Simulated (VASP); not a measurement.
# Sb (I4/mmm) in VASP: further runs

The runs below take Sb through single point, relaxation of cell and atoms, with r2SCAN.

All numbers are computed with VASP 6.6.1; they aren't measurements. Logs are shortened: lines on timing, memory, paths and dates and some standing lists are left out, and cuts for length are marked.

## Step 1: The cell of the first run

It takes space group I4/mmm (No. 139, tetragonal). The conventional cell has a = 3.084 Å, b = 3.084 Å, c = 5.892 Å, α = 90.00°, β = 90.00°, γ = 90.00°. Sb (site symmetry 4/mmm) has 12 Sb at 3.08 to 3.67 Å within 4.1 Å.

## Step 2: Single point, r2SCAN

File POSCAR:

```
Sb
1.0
   -1.5420370068      1.5420370068      2.9459580988
    1.5420370068     -1.5420370068      2.9459580988
    1.5420370068      1.5420370068     -2.9459580988
Sb
1
Direct
    0.0000000000      0.0000000000      0.0000000000
```

File INCAR.step1:

```
  PREC = Accurate
  ENCUT = 520
  ISMEAR = 0
  SIGMA = 0.1
  LREAL = F
  LASPH = T
  NELM = 100
  NBANDS = 8
  GGA = PE
  ALGO = Normal
  EDIFF = 1E-4
  LWAVE = T
  LCHARG = F
```

File INCAR.step2:

```
  PREC = Accurate
  ENCUT = 520
  EDIFF = 1E-6
  ISMEAR = 0
  SIGMA = 0.1
  LREAL = F
  LASPH = T
  NELM = 100
  ALGO = Normal
  ISIF = 2
  LWAVE = F
  LCHARG = F
  METAGGA = R2SCAN
  LMIXTAU = T
  NBANDS = 8
  ISTART = 1
```

File KPOINTS:

```
Automatic mesh
0
Gamma
  8 8 8
```

Potentials or basis: VASP PAW PBE potentials, release 64 (Sb).

Started as:

```bash
$ cat potpaw_PBE.64/Sb/POTCAR > POTCAR
$ cp INCAR.step1 INCAR
$ mpirun -np 1 vasp_std > vasp.out
$ cp INCAR.step2 INCAR
$ mpirun -np 1 vasp_std > vasp.out
```

OUTCAR:

```text
PREC = Accurate
   ENCUT = 520
   EDIFF = 1E-6
   ISMEAR = 0
   LREAL = F
   LASPH = T
   NELM = 100
   ISIF = 2
   METAGGA = R2SCAN
   ISTART = 1

 ion  position               nearest neighbor table
   1  0.000  0.000  0.000-

  LATTYP: Found a body centered tetragonal cell.
 ALAT       =     3.0840740136
 C/A-ratio  =     1.9104328144

  Lattice vectors:

 A1 = (  -1.5420370068,   1.5420370068,   2.9459580988)
 A2 = (   1.5420370068,  -1.5420370068,   2.9459580988)
 A3 = (   1.5420370068,   1.5420370068,  -2.9459580988)

Analysis of symmetry for initial positions (statically):
=====================================================================
 Subroutine PRICEL returns:
 Original cell was already a primitive cell.

 Routine SETGRP: Setting up the symmetry group for a
 body centered tetragonal supercell.

 Subroutine GETGRP returns: Found 16 space group operations
 (whereof 16 operations were pure point group operations)
 out of a pool of 16 trial point group operations.

The static configuration has the point symmetry D_4h.

Analysis of symmetry for dynamics (positions and initial velocities):
=====================================================================
 Subroutine PRICEL returns:
 Original cell was already a primitive cell.

 Routine SETGRP: Setting up the symmetry group for a
 body centered tetragonal supercell.

 Subroutine GETGRP returns: Found 16 space group operations
 (whereof 16 operations were pure point group operations)
 out of a pool of 16 trial point group operations.

The dynamic configuration has the point symmetry D_4h.

 Subroutine INISYM returns: Found 16 space group operations
 (whereof 16 operations are pure point group operations),
 and found     1 'primitive' translations

----------------------------------------------------------------------------------------

                                     Primitive cell

  volume of cell :      28.0205

  direct lattice vectors                    reciprocal lattice vectors
    -1.542037007  1.542037007  2.945958099     0.000000000  0.324246434  0.169724070
     1.542037007 -1.542037007  2.945958099     0.324246434  0.000000000  0.169724070
     1.542037007  1.542037007 -2.945958099     0.324246434  0.324246434  0.000000000

  length of vectors
     3.665300176  3.665300176  3.665300176     0.365980887  0.365980887  0.458553704

  position of ions in fractional coordinates (direct lattice)
     0.000000000  0.000000000  0.000000000

  ion indices of the primitive-cell ions
   primitive index   ion index
                 1           1

----------------------------------------------------------------------------------------

 KPOINTS: Automatic mesh

Automatic generation of k-mesh.
 Grid dimensions read from file:
 generate k-points for:    8    8    8

 Generating k-lattice:

  Cartesian coordinates                     Fractional coordinates (reciprocal lattice)
     0.000000000  0.040530804  0.021215509     0.125000000 -0.000000000  0.000000000
     0.040530804  0.000000000  0.021215509    -0.000000000  0.125000000  0.000000000
     0.040530804  0.040530804  0.000000000     0.000000000  0.000000000  0.125000000

  Length of vectors
     0.045747611  0.045747611  0.057319213

  Shift w.r.t. Gamma in fractional coordinates (k-lattice)
     0.000000000  0.000000000  0.000000000

 Subroutine IBZKPT returns following result:
 ===========================================

 Found     59 irreducible k-points:

 Following reciprocal coordinates:
            Coordinates               Weight
  0.000000  0.000000  0.000000      1.000000
  0.125000  0.000000  0.000000      8.000000
  0.250000  0.000000  0.000000      8.000000
  0.375000  0.000000  0.000000      8.000000
  0.500000  0.000000  0.000000      4.000000
  0.125000  0.125000  0.000000      8.000000
[... 16 lines left out ...]
  0.250000  0.125000  0.125000     16.000000
  0.375000  0.125000  0.125000      8.000000
 [... further k-points ...]
   k-points           NKPTS =     59   k-points in BZ     NKDIM =     59   number of bands    NBANDS=      8
   number of dos      NEDOS =    301   number of ions     NIONS =      1
   total plane-waves  NPLWV =  21952
   dimension x,y,z NGX =    28 NGY =   28 NGZ =   28
   dimension x,y,z NGXF=    56 NGYF=   56 NGZF=   56
   ions per type =               1
   NGX,Y,Z   is equivalent  to a cutoff of  12.70, 12.70, 12.70 a.u.
   NGXF,Y,Z  is equivalent  to a cutoff of  25.40, 25.40, 25.40 a.u.
 SYSTEM =  unknown system
   PREC   = accura    normal or accurate (medium, high low for compatibility)
   ISTART =      1    job   : 0-new  1-cont  2-samecut
   ICHARG =      0    charge: 1-file 2-atom 10-const
   ISPIN  =      1    spin polarized calculation?
   LNONCOLLINEAR =      F non collinear calculations
   LSORBIT =      F    spin-orbit coupling
   LASPH  =      T    aspherical Exc in radial PAW
   ENCUT  =  520.0 eV  38.22 Ry    6.18 a.u.   6.82  6.82  6.82*2*pi/ulx,y,z
[... 62 lines left out ...]
      5      16.7977      0.00000
      6      17.3948      0.00000
      7      19.8534      0.00000
      8      19.9001      0.00000

 k-point     2 :       0.1250    0.0000    0.0000
  band No.  band energies     occupation
      1      -5.0540      2.00000
      2      10.4568      0.00000
      3      11.4245      0.00000
      4      13.7115      0.00000
      5      16.5979      0.00000
      6      17.9037      0.00000
      7      18.4662      0.00000
      8      20.2877      0.00000

 k-point     3 :       0.2500    0.0000    0.0000
  band No.  band energies     occupation
      1      -4.0936      2.00000
      2       7.2271      2.00000
      3       9.8626      0.00000
      4      13.9436      0.00000
      5      14.8747      0.00000
      6      18.2179      0.00000
      7      20.4881      0.00000
      8      21.3198      0.00000

 k-point     4 :       0.3750    0.0000    0.0000
  band No.  band energies     occupation
      1      -2.5982      2.00000
      2       3.8799      2.00000
      3       9.0577      0.00000
      4      13.8051      0.00000
      5      14.2850      0.00000
      6      18.7044      0.00000
      7      20.6310      0.00000
      8      21.1656      0.00000

 k-point     5 :       0.5000    0.0000    0.0000
  band No.  band energies     occupation
      1      -1.4229      2.00000
      2       2.0592      2.00000
      3       8.7740      0.00000
      4      13.4539      0.00000
      5      14.4748      0.00000
      6      19.4081      0.00000
      7      20.0179      0.00000
      8      20.0419      0.00000

 k-point     6 :       0.1250    0.1250    0.0000
  band No.  band energies     occupation
      1      -4.6015      2.00000
      2       9.2282      0.00000
      3      10.7639      0.00000
      4      11.6453      0.00000
      5      16.9878      0.00000
      6      17.7850      0.00000
      7      19.6278      0.00000
      8      20.4506      0.00000

 k-point     7 :       0.2500    0.1250    0.0000
  band No.  band energies     occupation
      1      -3.5276      2.00000
      2       6.7447      2.00000
      3       8.8985      0.00000
      4      11.3786      0.00000
      5      15.7353      0.00000
      6      18.6493      0.00000
      7      20.1391      0.00000
      8      20.6644      0.00000
[... 133 lines left out ...]
 k-point    20 :      -0.3750    0.3750    0.0000
  band No.  band energies     occupation
      1      -0.8297      2.00000
      2       6.4078      2.00000
      3       6.7946      2.00000
      4       9.3139      0.00000
      5      12.8256      0.00000
      6      13.2307      0.00000
      7      19.6464      0.00000
      8      20.6147      0.00000

 k-point    21 :       0.5000    0.5000    0.0000
  band No.  band energies     occupation
      1       1.6504      2.00000
      2       3.6876      2.00000
      3       6.1709      2.00000
      4       8.9234      0.00000
      5      11.6345      0.00000
      6      12.7902      0.00000
      7      22.6235      0.00000
      8      22.7283      0.00000

 k-point    22 :       0.1250    0.1250    0.1250
  band No.  band energies     occupation
      1      -3.0689      2.00000
      2       8.0354      1.43901
      3       8.1480      0.31197
      4      10.6029      0.00000
      5      15.6018      0.00000
      6      15.7840      0.00000
      7      16.9635      0.00000
      8      21.9338      0.00000

 k-point    23 :       0.2500    0.1250    0.1250
  band No.  band energies     occupation
      1      -1.5825      2.00000
      2       4.8184      2.00000
      3       8.4304      0.00000
      4       9.8787      0.00000
      5      14.6105      0.00000
      6      15.0737      0.00000
      7      17.8160      0.00000
      8      23.9171      0.00000

 k-point    24 :       0.3750    0.1250    0.1250
  band No.  band energies     occupation
      1      -0.4125      2.00000
      2       3.0159      2.00000
      3       9.0272      0.00000
      4       9.1348      0.00000
      5      14.2968      0.00000
      6      14.4305      0.00000
      7      19.9661      0.00000
      8      21.5650      0.00000

 [... further k-points ...]

------------------------ aborting loop because EDIFF is reached ----------------------------------------

  FORCE on cell =-STRESS in cart. coord.  units (eV):
  Direction    XX          YY          ZZ          XY          YZ          ZX
  --------------------------------------------------------------------------------------
  -------------------------------------------------------------------------------------
  Total       -0.0079429     -0.0079429     -0.0241099      0.0000000      0.0000000      0.0000000
  in kB       -0.4541660     -0.4541660     -1.3785723      0.0000000      0.0000000      0.0000000
  external PRESSURE =      -0.7623014 kB  Pullay stress =       0.0000000 kB

 VOLUME and BASIS-vectors are now :
 -----------------------------------------------------------------------------
  energy-cutoff  :      520.00
  volume of cell :       28.02
      direct lattice vectors                 reciprocal lattice vectors
    -1.542037007  1.542037007  2.945958099     0.000000000  0.324246434  0.169724070
     1.542037007 -1.542037007  2.945958099     0.324246434  0.000000000  0.169724070
     1.542037007  1.542037007 -2.945958099     0.324246434  0.324246434  0.000000000

 POSITION                                       TOTAL-FORCE (eV/Angst)
 -----------------------------------------------------------------------------------
      0.00000      0.00000      0.00000         0.000000     -0.000000     -0.000000
 -----------------------------------------------------------------------------------
    total drift:                                0.000000     -0.000000     -0.000000

  FREE ENERGIE OF THE ION-ELECTRON SYSTEM (eV)
  ---------------------------------------------------
  free  energy   TOTEN  =       -25.2861090350 eV

  energy  without entropy=      -25.2808605131  energy(sigma->0) =      -25.28348477
```

It took 23 s on 1 thread of Intel Xeon 6975P-C (Granite Rapids), shared host; peak memory 0.16 GiB.

What came out:

- Free energy: -25.2861 eV
- Pressure: -0.1 GPa

Levels at points of the mesh, in eV from the Fermi level:
```tsv
k point	band 1	band 2	band 3	band 4	band 5	band 6
(0.00, 0.00, 0.00)	-13.46	3.19	5.56	5.56	8.72	9.32
(0.50, 0.00, 0.00)	-9.50	-6.02	0.70	5.38	6.40	11.33
(0.50, 0.50, 0.00)	-6.43	-4.39	-1.91	0.85	3.56	4.71
(0.50, 0.50, 0.50)	-10.64	-6.03	3.05	3.05	6.74	7.70
```

Caveat: the k points lie up to 0.36 Å⁻¹ apart; the PAW data sets were made with another functional, which shifts forces and pressure a little; spin-orbit coupling is left out, which moves the levels of the heavy elements.

## Step 3: Single point, r2SCAN

This run uses another cell than the first one, of 31.12 Å³/atom, 1.110 times its volume.

File POSCAR:

```
Sb
1.0
   -1.7227677635      1.7227677635      2.6209398324
    1.7227677635     -1.7227677635      2.6209398324
    1.7227677635      1.7227677635     -2.6209398324
Sb
1
Direct
    0.0000000000      0.0000000000      0.0000000000
```

File INCAR.step1:

```
SYSTEM = Sb
  PREC = Accurate
  ENCUT = 520
  ISMEAR = 0
  SIGMA = 0.1
  LREAL = .FALSE.
  LASPH = .TRUE.
  NELM = 60
  NBANDS = 8
  GGA = PE
  ALGO = Normal
  EDIFF = 1E-4
  LWAVE = .TRUE.
  LCHARG = .FALSE.
```

File INCAR.step2:

```
SYSTEM = Sb
  PREC = Accurate
  ENCUT = 520
  EDIFF = 1E-7
  ISMEAR = 0
  SIGMA = 0.1
  LREAL = .FALSE.
  LASPH = .TRUE.
  NELM = 60
  ALGO = Normal
  ISIF = 2
  LWAVE = .FALSE.
  LCHARG = .FALSE.
  METAGGA = R2SCAN
  LMIXTAU = .TRUE.
  NBANDS = 8
  ISTART = 1
```

File KPOINTS:

```
regular mesh
0
G
  8 8 8
  0 0 0
```

Potentials or basis: VASP PAW PBE potentials, release 64 (Sb).

Started as:

```bash
$ cat potpaw_PBE.64/Sb/POTCAR > POTCAR
$ cp INCAR.step1 INCAR
$ mpirun -np 1 vasp_std > vasp.out
$ cp INCAR.step2 INCAR
$ mpirun -np 1 vasp_std > vasp.out
```

It took 27 s on 1 thread of Intel Xeon 6975P-C (Granite Rapids), shared host; peak memory 0.16 GiB.

The run converged. Its results:

| Item | Value |
| --- | --- |
| Free energy | -25.1544 eV |
| Pressure | -6.3 GPa |

Stress tensor (GPa, compression positive):
```
-6.53  0.00  0.00
 0.00 -6.53  0.00
 0.00  0.00 -5.72
```

Levels at points of the mesh, in eV from the Fermi level:
| k point | band 1 | band 2 | band 3 | band 4 | band 5 | band 6 | band 7 |
| --- | --- | --- | --- | --- | --- | --- | --- |
| (0.00, 0.00, 0.00) | -12.38 | 4.59 | 4.70 | 4.70 | 9.73 | 10.30 | 10.30 |
| (0.50, 0.00, 0.00) | -9.16 | -5.12 | 2.63 | 3.75 | 7.62 | 9.24 | 9.89 |
| (0.50, 0.50, 0.00) | -7.52 | -4.22 | -0.14 | 0.45 | 4.44 | 4.92 | 17.26 |
| (0.50, 0.50, 0.50) | -8.34 | -4.67 | 0.99 | 0.99 | 5.28 | 5.44 | 17.71 |

Caveat: the PAW data sets were made with another functional, which shifts forces and pressure a little; spin-orbit coupling is left out, which moves the levels of the heavy elements.

## Step 4: Relaxation of cell and atoms, r2SCAN

This run uses another cell than the first one, of 31.12 Å³/atom, 1.110 times its volume.

POSCAR is that of step 3.

File INCAR.step1:

```
PREC     = Accurate       # precision mode
ENCUT    = 600            # plane-wave cutoff, eV
ISMEAR   = 0              # smearing method
SIGMA    = 0.1            # smearing width, eV
LREAL    = False          # projectors in reciprocal space
LASPH    = True           # aspherical terms in the spheres
NELM     = 60             # most SCF steps
GGA      = PE             # functional
ALGO     = Normal         # electronic algorithm
EDIFF    = 1E-4           # SCF threshold, eV
LWAVE    = True           # write WAVECAR
LCHARG   = False          # write CHGCAR
```

File INCAR.step2:

```
PREC     = Accurate       # precision mode
ENCUT    = 600            # plane-wave cutoff, eV
EDIFF    = 1E-6           # SCF threshold, eV
ISMEAR   = 0              # smearing method
SIGMA    = 0.1            # smearing width, eV
LREAL    = False          # projectors in reciprocal space
LASPH    = True           # aspherical terms in the spheres
NELM     = 60             # most SCF steps
ALGO     = Normal         # electronic algorithm
ISIF     = 3              # what is computed and relaxed
LWAVE    = False          # write WAVECAR
LCHARG   = False          # write CHGCAR
METAGGA  = R2SCAN         # meta-GGA
LMIXTAU  = True         
IBRION   = 2              # ionic algorithm
NSW      = 90             # ionic steps
EDIFFG   = -0.04          # ionic threshold
ISTART   = 1
```

File KPOINTS:

```
Automatic mesh
0
Gamma
  8 8 8
```

Started as:

```bash
$ cat potpaw_PBE.64/Sb/POTCAR > POTCAR
$ cp INCAR.step1 INCAR
$ mpirun -np 1 vasp_std > vasp.out
$ cp INCAR.step2 INCAR
$ mpirun -np 1 vasp_std > vasp.out
```

Wall time 7.6 min (1 thread of Intel Xeon 6975P-C (Granite Rapids), shared host); peak memory 0.18 GiB.

Results (log left out):

```yaml
Free_energy: -25.2863 eV
Relaxed_volume: 28.00 Å³/atom
Relaxed_cell: a = 3.662 Å, b = 3.662 Å, c = 3.662 Å, α = 130.18°, β = 130.18°, γ = 73.12°
Space_group_after_relaxing_to_0.05_Å: I4/mmm (No. 139)
Energy_gained_by_relaxing: 131.8 meV/atom
Ionic_steps: 21
Pressure_after_relaxing: -0.1 GPa
```

Step by step:
| step | energy change (eV) | largest force (eV/Å) | pressure (GPa) | volume (Å³) |
| --- | --- | --- | --- | --- |
| 1 | 0.0000 | 0.0000 | -6.25 | 31.12 |
| 2 | -0.0699 | 0.0000 | 3.60 | 25.96 |
| 3 | -0.0843 | 0.0000 | -0.01 | 27.29 |
| 4 | -0.0842 | 0.0000 | 0.24 | 27.22 |
| 5 | -0.0849 | 0.0000 | -0.16 | 27.37 |
| 6 | -0.0853 | 0.0000 | -0.71 | 27.57 |
| 7 | -0.0856 | 0.0000 | -0.75 | 27.58 |
| 8 | -0.0867 | 0.0000 | -0.83 | 27.59 |
| 9 | -0.0903 | 0.0000 | -0.84 | 27.61 |
| 10 | -0.0964 | 0.0000 | -0.71 | 27.63 |
| 11 | -0.0972 | 0.0000 | -0.62 | 27.64 |
| 12 | -0.1028 | 0.0000 | -0.63 | 27.64 |
| 13 | -0.1168 | 0.0000 | -0.02 | 27.61 |
| 14 | -0.1195 | 0.0000 | 2.25 | 27.42 |
| 15 | -0.1288 | 0.0000 | 0.57 | 27.55 |
| 16 | -0.1294 | 0.0000 | 1.20 | 27.49 |
| 17 | -0.1306 | 0.0000 | 0.87 | 27.52 |
| 18 | -0.1289 | 0.0000 | 0.84 | 27.78 |
| 19 | -0.1308 | 0.0000 | 0.84 | 27.57 |
| 20 | -0.1316 | 0.0000 | 0.40 | 27.77 |
| 21 | -0.1318 | 0.0000 | -0.09 | 28.00 |

Final structure:
```
Sb
1.0
    -1.54261    1.54261    2.94177
     1.54261   -1.54261    2.94177
     1.54261    1.54261   -2.94177
Sb
1
Direct
  0.00000 0.00000 0.00000
```

Levels at points of the mesh, in eV from the Fermi level:
| k point | band 1 | band 2 | band 3 | band 4 | band 5 | band 6 |
| --- | --- | --- | --- | --- | --- | --- |
| (0.00, 0.00, 0.00) | -13.46 | 3.21 | 5.56 | 5.56 | 8.76 | 9.32 |
| (0.50, 0.00, 0.00) | -9.50 | -6.02 | 0.71 | 5.39 | 6.38 | 11.32 |
| (0.50, 0.50, 0.00) | -6.44 | -4.40 | -1.90 | 0.84 | 3.56 | 4.71 |
| (0.50, 0.50, 0.50) | -10.63 | -6.03 | 3.04 | 3.04 | 6.72 | 7.68 |

Caveat: the PAW data sets were made with another functional, which shifts forces and pressure a little; spin-orbit coupling is left out, which moves the levels of the heavy elements.

## Step 5: The runs side by side

```csv
task,cell,cutoff (eV),gap on the mesh (eV),pressure (GPa)
single point,"a = 3.665 Å, angles 130.2, 130.2, 73.0°, 1 atom",520,none,-0.1
single point,"a = 3.578 Å, angles 122.4, 122.4, 85.8°, 1 atom",520,none,-6.3
relaxation of cell and atoms,"relaxed from a = 3.578 Å, angles 122.4, 122.4, 85.8°, 1 atom",600,none,-0.1
```

Alike in all rows: level r2SCAN; potentials or basis VASP PAW PBE potentials, release 64 (Sb); no spin polarisation; k mesh 8 × 8 × 8; smearing gaussian 0.1 eV.

Caveats: some runs use coarse meshes; the PAW data sets were made with another functional, which shifts forces and pressure a little; spin-orbit coupling is left out, which moves the levels of the heavy elements.

Absolute energies hang on the potentials; compare differences alone.
